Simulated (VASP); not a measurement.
# ZnS (F-43m) in VASP: relaxation of cell and atoms with r2SCAN

Aim: the relaxation of cell and atoms of ZnS with r2SCAN.

Everything below comes from runs of VASP 6.6.1. Logs are shortened: lines on timing, memory, paths and dates and some standing lists are left out, and cuts for length are marked.

## (1) The cell of the first run

The structure is cubic, space group F-43m (No. 216). Conventional cell: a = 5.391 Å, b = 5.391 Å, c = 5.391 Å, α = 90.00°, β = 90.00°, γ = 90.00°. Within 3.1 Å of Zn (site symmetry -43m) lie 4 S at 2.33 Å. Within 3.1 Å of S (site symmetry -43m) lie 4 Zn at 2.33 Å.

## (2) Relaxation of cell and atoms, r2SCAN

POSCAR reads:

```
ZnS
1.0
    0.0000000000      2.6953735394      2.6953735394
    2.6953735394      0.0000000000      2.6953735394
    2.6953735394      2.6953735394      0.0000000000
Zn S
1 1
Direct
    0.0000000000      0.0000000000      0.0000000000
    0.7500000000      0.7500000000      0.7500000000
```

INCAR.step1 reads:

```
SYSTEM = ZnS
PREC = Accurate ; ENCUT = 600
ISMEAR = 0 ; SIGMA = 0.01
LREAL = .FALSE. ; LASPH = .TRUE.
NELM = 60 ; GGA = PE
ALGO = Normal ; EDIFF = 1E-4
LWAVE = .TRUE. ; LCHARG = .FALSE.
```

INCAR.step2 reads:

```
SYSTEM = ZnS
PREC = Accurate ; ENCUT = 600
EDIFF = 1E-6 ; ISMEAR = 0
SIGMA = 0.01 ; LREAL = .FALSE.
LASPH = .TRUE. ; NELM = 60
ALGO = Normal ; ISIF = 3
LWAVE = .FALSE. ; LCHARG = .FALSE.
METAGGA = R2SCAN ; LMIXTAU = .TRUE.
IBRION = 2 ; NSW = 80
EDIFFG = -0.001 ; ISTART = 1
```

KPOINTS reads:

```
Automatic mesh
0
G
  8 8 8
  0 0 0
```

Potentials or basis: VASP PAW PBE potentials, release 64 (Zn, S).

Run with:

```sh
> cat potpaw_PBE.64/Zn/POTCAR potpaw_PBE.64/S/POTCAR > POTCAR
> cp INCAR.step1 INCAR
> mpirun -np 1 vasp_std > vasp.out
> cp INCAR.step2 INCAR
> mpirun -np 1 vasp_std > vasp.out
```

OUTCAR:

```text
SYSTEM = ZnS
   PREC = Accurate
   ENCUT = 600
   EDIFF = 1E-6
   ISMEAR = 0
   LREAL = .FALSE.
   LASPH = .TRUE.
   NELM = 60
   ISIF = 3
   METAGGA = R2SCAN
   IBRION = 2
   NSW = 80
   EDIFFG = -0.001
   ISTART = 1

 ion  position               nearest neighbor table
   1  0.000  0.000  0.000-   2 2.33   2 2.33   2 2.33   2 2.33
   2  0.750  0.750  0.750-   1 2.33   1 2.33   1 2.33   1 2.33

  LATTYP: Found a face centered cubic cell.
 ALAT       =     5.3907470788

  Lattice vectors:

 A1 = (   0.0000000000,   2.6953735394,   2.6953735394)
 A2 = (   2.6953735394,   0.0000000000,   2.6953735394)
 A3 = (   2.6953735394,   2.6953735394,   0.0000000000)

Analysis of symmetry for initial positions (statically):
=====================================================================
 Subroutine PRICEL returns:
 Original cell was already a primitive cell.

 Routine SETGRP: Setting up the symmetry group for a
 face centered cubic supercell.

 Subroutine GETGRP returns: Found 24 space group operations
 (whereof 24 operations were pure point group operations)
 out of a pool of 48 trial point group operations.

The static configuration has the point symmetry T_d .

Analysis of symmetry for dynamics (positions and initial velocities):
=====================================================================
 Subroutine PRICEL returns:
 Original cell was already a primitive cell.

 Routine SETGRP: Setting up the symmetry group for a
 face centered cubic supercell.

 Subroutine GETGRP returns: Found 24 space group operations
 (whereof 24 operations were pure point group operations)
 out of a pool of 48 trial point group operations.

The dynamic configuration has the point symmetry T_d .

 Subroutine INISYM returns: Found 24 space group operations
 (whereof 24 operations are pure point group operations),
 and found     1 'primitive' translations

----------------------------------------------------------------------------------------

                                     Primitive cell

  volume of cell :      39.1640

  direct lattice vectors                    reciprocal lattice vectors
     0.000000000  2.695373539  2.695373539    -0.185503045  0.185503045  0.185503045
     2.695373539  0.000000000  2.695373539     0.185503045 -0.185503045  0.185503045
     2.695373539  2.695373539  0.000000000     0.185503045  0.185503045 -0.185503045

  length of vectors
     3.811833815  3.811833815  3.811833815     0.321300700  0.321300700  0.321300700

  position of ions in fractional coordinates (direct lattice)
     0.000000000  0.000000000  0.000000000
     0.750000000  0.750000000  0.750000000

  ion indices of the primitive-cell ions
   primitive index   ion index
                 1           1
                 2           2

----------------------------------------------------------------------------------------

 KPOINTS: Automatic mesh

Automatic generation of k-mesh.
 Grid dimensions read from file:
 generate k-points for:    8    8    8

 Generating k-lattice:

  Cartesian coordinates                     Fractional coordinates (reciprocal lattice)
    -0.023187881  0.023187881  0.023187881     0.125000000  0.000000000  0.000000000
     0.023187881 -0.023187881  0.023187881     0.000000000  0.125000000  0.000000000
     0.023187881  0.023187881 -0.023187881     0.000000000  0.000000000  0.125000000

[... 62 lines left out ...]
   ISIF   =      3    stress and relaxation
   ISYM   =      2    0-nonsym 1-usesym 2-fastsym
   POTIM  = 0.5000    time-step for ionic-motion
   TEBEG  =    0.0;   TEEND  =   0.0 temperature during run
   PSTRESS=    0.0 pullay stress
   NELECT =      18.0000    total number of electrons
   NUPDOWN=      -1.0000    fix difference up-down
   EMIN   =  10.00;   EMAX   =-10.00  energy-range for DOS
   EFERMI =   0.00;   METHOD = LEGACY
   ISMEAR =     0;   SIGMA  =   0.01  broadening in eV -4-tet -1-fermi 0-gaus
   EFERMI_NEDOS =   21; number of points for ismear=-14 and -15
   IALGO  =     38    algorithm
   IMIX   =      4    mixing-type and parameters
     AMIX     =   0.40;   BMIX     =  1.00
     AMIX_MAG =   1.60;   BMIX_MAG =  1.00
  volume/ion in A,a.u.               =      19.58       132.15
  Fermi-wavevector in a.u.,A,eV,Ry     =   1.263388  2.387457 21.716925  1.596149
  Thomas-Fermi vector in A             =   2.396747
   LORBIT       =      0    0 simple, 1 ext, 2 COOP (PROOUT), +10 PAW based schemes
   METAGGA = R2SCAN    functional components
   LHFCALC =     F    Hartree Fock is set to
   AEXX    =    0.0000 exact exchange contribution
   IVDW    =     0    specifies the selected vdW correction
   LEPSILON=     F    determine dielectric tensor
   LRPA    =     F    only Hartree local field effects (RPA)
 conjugate gradient relaxation of ions
 non-spin polarized calculation
 Gauss-broadening in eV      SIGMA  =   0.01
  energy-cutoff  :      600.00
  volume of cell :       39.16
 maximum number of plane-waves:      1323
   NGX = 15   NGY = 15   NGZ = 15

--------------------------------------- Ionic step        1  -------------------------------------------

 number of electron      18.0000017 magnetization

 Free energy of the ion-electron system (eV)
  ---------------------------------------------------
  ext. energy  EPLUGINS =         0.00000000
  ---------------------------------------------------
  free energy    TOTEN  =       -18.86764479 eV

  energy without entropy =      -18.86764479  energy(sigma->0) =      -18.86764479

------------------------ aborting loop because EDIFF is reached ----------------------------------------

  FORCE on cell =-STRESS in cart. coord.  units (eV):
  Direction    XX          YY          ZZ          XY          YZ          ZX
  --------------------------------------------------------------------------------------
  -------------------------------------------------------------------------------------
  Total       -0.0179841     -0.0179841     -0.0179841      0.0000000      0.0000000     -0.0000000
  in kB       -0.7357185     -0.7357185     -0.7357185      0.0000000      0.0000000     -0.0000000
  external PRESSURE =      -0.7357185 kB  Pullay stress =       0.0000000 kB

 VOLUME and BASIS-vectors are now :
 -----------------------------------------------------------------------------
  energy-cutoff  :      600.00
  volume of cell :       39.16
      direct lattice vectors                 reciprocal lattice vectors
     0.000000000  2.695373539  2.695373539    -0.185503045  0.185503045  0.185503045
     2.695373539  0.000000000  2.695373539     0.185503045 -0.185503045  0.185503045
     2.695373539  2.695373539  0.000000000     0.185503045  0.185503045 -0.185503045

 POSITION                                       TOTAL-FORCE (eV/Angst)
 -----------------------------------------------------------------------------------
      0.00000      0.00000      0.00000        -0.000000      0.000000      0.000000
      4.04306      4.04306      4.04306         0.000000     -0.000000     -0.000000
 -----------------------------------------------------------------------------------
    total drift:                               -0.000019     -0.000019     -0.000019

  FREE ENERGIE OF THE ION-ELECTRON SYSTEM (eV)
  ---------------------------------------------------
  free  energy   TOTEN  =       -18.8676447919 eV

  energy  without entropy=      -18.8676447919  energy(sigma->0) =      -18.86764479

--------------------------------------- Ionic step        2  -------------------------------------------

 number of electron      18.0000017 magnetization

 Free energy of the ion-electron system (eV)
  ---------------------------------------------------
  ext. energy  EPLUGINS =         0.00000000
  ---------------------------------------------------
  free energy    TOTEN  =       -18.86767924 eV

  energy without entropy =      -18.86767924  energy(sigma->0) =      -18.86767924

 E-fermi :   1.9985     XC(G=0): -10.3278

 val. band max:        1.9124469494   @ k =   0.0000   0.0000   0.0000
 cond. band min:       4.6280083406   @ k =   0.0000   0.0000   0.0000
 fundamental gap:      2.7155613912
 Fermi energy:         1.9985336762

 k-point     1 :       0.0000    0.0000    0.0000
  band No.  band energies     occupation
      1     -11.8252      2.00000
      2      -4.6223      2.00000
      3      -4.6223      2.00000
      4      -4.6223      2.00000
      5      -4.0656      2.00000
      6      -4.0656      2.00000
      7       1.9124      2.00000
      8       1.9124      2.00000
      9       1.9124      2.00000
     10       4.6280      0.00000
     11       8.8084      0.00000
     12       8.8086      0.00000
     13       8.8086      0.00000
[... 354 lines left out ...]
  band No.  band energies     occupation
      1     -10.7052      2.00000
      2      -4.4799      2.00000
      3      -4.4203      2.00000
      4      -4.1264      2.00000
      5      -4.0544      2.00000
      6      -3.7959      2.00000
      7      -3.1021      2.00000
      8      -0.4971      2.00000
      9       0.3965      2.00000
     10       7.3181      0.00000
     11       8.2624      0.00000
     12      10.3314      0.00000
     13      11.5341      0.00000

 [... further k-points ...]

------------------------ aborting loop because EDIFF is reached ----------------------------------------

  FORCE on cell =-STRESS in cart. coord.  units (eV):
  Direction    XX          YY          ZZ          XY          YZ          ZX
  --------------------------------------------------------------------------------------
  -------------------------------------------------------------------------------------
  Total        0.0006414      0.0006414      0.0006414      0.0000000      0.0000000      0.0000000
  in kB        0.0262739      0.0262739      0.0262739      0.0000000      0.0000000      0.0000000
  external PRESSURE =       0.0262739 kB  Pullay stress =       0.0000000 kB

 VOLUME and BASIS-vectors are now :
 -----------------------------------------------------------------------------
  energy-cutoff  :      600.00
  volume of cell :       39.11
      direct lattice vectors                 reciprocal lattice vectors
    -0.000000000  2.694204287  2.694204287    -0.185583551  0.185583551  0.185583551
     2.694204287  0.000000000  2.694204287     0.185583551 -0.185583551  0.185583551
     2.694204287  2.694204287 -0.000000000     0.185583551  0.185583551 -0.185583551

 POSITION                                       TOTAL-FORCE (eV/Angst)
 -----------------------------------------------------------------------------------
      5.38841      2.69420      2.69420        -0.000000      0.000000      0.000000
      4.04131      4.04131      4.04131         0.000000     -0.000000     -0.000000
 -----------------------------------------------------------------------------------
    total drift:                               -0.000019     -0.000019     -0.000019

  FREE ENERGIE OF THE ION-ELECTRON SYSTEM (eV)
  ---------------------------------------------------
  free  energy   TOTEN  =       -18.8676792375 eV

  energy  without entropy=      -18.8676792375  energy(sigma->0) =      -18.86767924

 reached required accuracy - stopping structural energy minimisation
```

Run time: 51 s. Hardware: 1 thread of Intel Xeon 6975P-C (Granite Rapids), shared host; peak memory 0.18 GiB.

What came out:

```
Free energy                           : -18.8677 eV
Relaxed volume                        : 19.56 Å³/atom
Relaxed cell                          : a = 3.810 Å, b = 3.810 Å, c = 3.810 Å, α = 60.00°, β = 60.00°, γ = 60.00°
Space group after relaxing (to 0.1 Å) : F-43m (No. 216)
Energy gained by relaxing             : 0.0 meV/atom
Ionic steps                           : 2
Pressure after relaxing               : 0.0 GPa
Band gap on the k mesh                : 2.72 eV
```

Final structure:
```
Zn S
1.0
     0.00000    2.69420    2.69420
     2.69420    0.00000    2.69420
     2.69420    2.69420    0.00000
Zn S
1 1
Direct
  0.00000 0.00000 0.00000
  0.75000 0.75000 0.75000
```

Caveat: the PAW data sets were made with another functional, which shifts forces and pressure a little.
